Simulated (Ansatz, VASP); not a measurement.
## One calculation of WS2, two programs

INCAR

```
PREC     = Accurate       # precision mode
ENCUT    = 520            # plane-wave cutoff, eV
EDIFF    = 1E-6           # SCF threshold, eV
ISMEAR   = 0              # smearing method
SIGMA    = 0.01           # smearing width, eV
LREAL    = False          # projectors in reciprocal space
LASPH    = True           # aspherical terms in the spheres
NELM     = 100            # most SCF steps
ALGO     = Normal         # electronic algorithm
ISIF     = 2              # what is computed and relaxed
LWAVE    = False          # write WAVECAR
LCHARG   = False          # write CHGCAR
GGA      = PE             # functional
NBANDS   = 20             # bands
```

The input KPOINTS:

```
regular mesh
0
Gamma
  12 12 12
```

File POSCAR:

```
WS2
1.0
    1.5938737115      0.9202234164      7.4744429926
   -1.5938737115      0.9202234164      7.4744429926
    0.0000000000     -1.8404468328      7.4744429926
W S
1 2
Direct
    0.0006774473      0.0006774473      0.0006774473
    0.4040743331      0.4040743331      0.4040743331
    0.2639482196      0.2639482196      0.2639482196
```

Input for Ansatz:

```yaml
crystal:
  lattice:
    - [1.5938737115, 0.9202234164, 7.4744429926]
    - [-1.5938737115, 0.9202234164, 7.4744429926]
    - [0.0, -1.8404468328, 7.4744429926]
  atoms:
    - { symbol: W, position: [0.0006774473, 0.0006774473, 0.0006774473] }
    - { symbol: S, position: [0.4040743331, 0.4040743331, 0.4040743331] }
    - { symbol: S, position: [0.2639482196, 0.2639482196, 0.2639482196] }
basis:
  ecutwfc: 420
  xc_grid: 2
kpoints:
  mp_grid: { grid: [12, 12, 12] }
  band_path: { path: [VBM, CBM], npoints: 2 }
hamiltonian:
  xc: pbe
scf:
  occupations: { method: gaussian, width: 0.01 }
output:
  forces: true
  stress: true
  eigenvalues: true
```

Alike in both runs: task single point; functional PBE; k mesh 12 × 12 × 12; occupations gaussian, width 0.01 eV; no spin polarisation.

|  | VASP | Ansatz |
| --- | --- | --- |
| version | VASP 6.6.1 | Ansatz 0.2.0 |
| potentials or method | VASP PAW PBE potentials, release 64 (W_sv, S), cutoff 520 eV | scalar-relativistic, plane waves, PAW |
| valence electrons in the cell | 26 | 26 |

Ansatz gave:

* gap on the k mesh at the Fermi level (eV): 1.64
* least direct gap on the mesh (eV): 1.81
* pressure (GPa): 0.0

**Question.** What did VASP give for the same quantities?

**Answer.** gap on the k mesh at the Fermi level (eV): 1.65; least direct gap on the mesh (eV): 1.81; pressure (GPa): 0.0.

Neither program's run includes spin-orbit coupling.
